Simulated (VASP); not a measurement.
Set up this calculation in VASP 6.6.1, as the native input.

- Task: single point
- Functional: PBEsol
- Potentials or basis: VASP PAW PBE potentials, release 64 (Ba_sv, Ti_sv, O)
- Cutoff: 520 eV
- k mesh: 6 × 6 × 6
- Occupations: fermi-dirac, width 0.05 eV
- Spin: no spin polarisation
- Dipole correction: no
- Further INCAR settings: ALGO = Normal; EDIFF = 1e-06; NBANDS = 28

The structure of BaTiO3 lies in POSCAR:

```
BaTiO3
1.0
    2.8273700000      1.6323800000      2.3183900000
   -2.8273700000      1.6323800000      2.3183900000
    0.0000000000     -3.2647600000      2.3183900000
Ba Ti O
1 1 3
Direct
    0.0000000000      0.0000000000      0.0000000000
    0.4845000000      0.4845000000      0.4845000000
    0.5086000000      0.5086000000      0.0175000000
    0.0175000000      0.5086000000      0.5086000000
    0.5086000000      0.0175000000      0.5086000000
```

These files were run (other wordings do the same):

INCAR

```
ALGO = Normal
EDIFF = 1E-6
ENCUT = 520
GGA = PS
ISIF = 2
ISMEAR = -1
LASPH = T
LCHARG = F
LREAL = F
LWAVE = F
NBANDS = 28
NELM = 60
PREC = Accurate
SIGMA = 0.05
```

KPOINTS

```
k-points
0
Gamma
  6 6 6
```

Potentials or basis: VASP PAW PBE potentials, release 64 (Ba_sv, Ti_sv, O).

The run is started by

```console
$ cat potpaw_PBE.64/Ba_sv/POTCAR potpaw_PBE.64/Ti_sv/POTCAR potpaw_PBE.64/O/POTCAR > POTCAR
$ mpirun -np 1 vasp_std > vasp.out
```

It gave:

* Pressure: 0.6 GPa
* Largest force: 0.142 eV/Å
* Band gap on the k mesh: 2.34 eV (least direct gap 2.74 eV)

Caveat: the PAW data sets were made with another functional, which shifts forces and pressure a little; spin-orbit coupling is left out, which moves the levels of the heavy elements.

It took 99 s on 1 thread of Intel Xeon 8259CL (shared host), peak memory 0.21 GiB.
